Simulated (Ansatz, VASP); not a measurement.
**Bi: VASP beside Ansatz**

The input INCAR:

```
  PREC = Accurate
  ENCUT = 520
  EDIFF = 1E-6
  ISMEAR = 0
  SIGMA = 0.015
  LREAL = F
  LASPH = T
  NELM = 100
  ALGO = Normal
  ISIF = 2
  LWAVE = F
  LCHARG = T
  GGA = PE
  LELF = T
  LVHAR = T
  NBANDS = 14
```

KPOINTS

```
regular mesh
0
Gamma
  9 9 9
```

File POSCAR:

```
Bi
1.0
   -1.9814305318      1.9814305318      1.9814305318
    1.9814305318     -1.9814305318      1.9814305318
    1.9814305318      1.9814305318     -1.9814305318
Bi
1
Direct
    0.0000000000      0.0000000000      0.0000000000
```

Contents of input.yaml:

```yaml
crystal:
  lattice:
    - [-1.9814305318, 1.9814305318, 1.9814305318]
    - [1.9814305318, -1.9814305318, 1.9814305318]
    - [1.9814305318, 1.9814305318, -1.9814305318]
  atoms:
    - { symbol: Bi, position: [0.0, 0.0, 0.0] }
kpoints:
  mp_grid: { grid: [9, 9, 9] }
scf:
  occupations: { method: gaussian, width: 0.015 }
hamiltonian:
  xc: pbe
  pseudopotentials: { kind: all_electron, lapw: { basis_error: 0.001 } }
output:
  forces: true
  stress: true
  eigenvalues: true
```

Alike in both runs: task single point; functional PBE; k mesh 9 × 9 × 9; occupations gaussian, width 0.015 eV; no spin polarisation.

```csv
,VASP,Ansatz
version,VASP 6.6.1,Ansatz 0.2.0
potentials or method,"VASP PAW PBE potentials, release 64 (Bi_d), cutoff 520 eV","all-electron LAPW, scalar-relativistic"
```

Ansatz gave:

| Property | Result |
| --- | --- |
| gap on the k mesh at the Fermi level (eV) | none |
| pressure (GPa) | 0.9 |

Question: What did VASP give for the same quantities?

Answer: gap on the k mesh at the Fermi level (eV): none; pressure (GPa): 0.8.

A gap of «none» marks a metal or a gap that the smearing closes. Ansatz ran all-electron here, and VASP with PAW potentials.

Neither program's run includes spin-orbit coupling.
